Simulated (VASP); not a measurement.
AgCl, 2 atoms in the cell. It takes space group Imm2 (No. 44, orthorhombic). Conventional cell: a = 3.922 Å, b = 5.546 Å, c = 3.922 Å, α = 90.00°, β = 90.00°, γ = 90.00°. Within 3.6 Å of Ag (site symmetry mm2) lie 6 Cl at 2.74 to 2.81 Å. Cl (site symmetry mm2) has 6 Ag at 2.74 to 2.81 Å within 3.6 Å.  This cell differs from its parent crystal: all Cl atoms moved +0.050 Å, as atom 2 along Cartesian [1 1 0].

| Quantity | Value |
| --- | --- |
| Program | VASP 6.6.1 |
| Task | single point |
| Functional | PBE |
| Potentials or basis | VASP PAW PBE potentials, release 64 (Ag, Cl) |
| Cutoff | 520 eV |
| k mesh | 8 × 8 × 8 |
| Occupations | gaussian, width 0.05 eV |
| Spin | no spin polarisation |
| Dipole correction | no |
| Further INCAR settings | ALGO = Normal; EDIFF = 1e-07; NBANDS = 16 |

Potentials or basis: VASP PAW PBE potentials, release 64 (Ag, Cl).

Command:

```console
$ cat potpaw_PBE.64/Ag/POTCAR potpaw_PBE.64/Cl/POTCAR > POTCAR
$ mpirun -np 1 vasp_std > vasp.out
```

Hardware: 1 thread of Intel Xeon 6975P-C, with other jobs on the host.

**Question.** How long does it take, and how much memory?

**Answer.** Run time: 50 s on 1 thread of Intel Xeon 6975P-C, with other jobs on the host, peak memory 0.21 GiB. Counts: scf iterations 12, k points 95.
